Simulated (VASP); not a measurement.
Input of a VASP 6.6.1 run:

The input INCAR:

```
SYSTEM = Sb
ALGO = Normal
EDIFF = 1E-6
ENCUT = 520
GGA = RE
ISIF = 2
ISMEAR = -1
LASPH = .True.
LCHARG = .False.
LREAL = .False.
LWAVE = .False.
NBANDS = 12
NELM = 100
PREC = Accurate
SIGMA = 0.1
```

The input KPOINTS:

```
k-points
0
Gamma
  9 9 9
  0 0 0
```

POSCAR

```
Sb
1.0
    0.0000000000      3.3799100586      3.3799100586
    3.3799100586      0.0000000000      3.3799100586
    3.3799100586      3.3799100586      0.0000000000
Sb
2
Direct
    0.1250000000      0.1250000000      0.1250000000
    0.8750000000      0.8750000000      0.8750000000
```

Potentials or basis: VASP PAW PBE potentials, release 64 (Sb).

Command:

```bash
$ cat potpaw_PBE.64/Sb/POTCAR > POTCAR
$ mpirun -np 1 vasp_std > vasp.out
```

Q: What does it give for the band gap on the k mesh?

A: Zero (band 5 reaches 5.49 eV, above the bottom of band 6 at 4.48 eV).

Q: What does it give for the pressure?

A: 4.8 GPa.

Caveat: the PAW data sets were made with another functional, which shifts forces and pressure a little; spin-orbit coupling is left out, which moves the levels of the heavy elements.
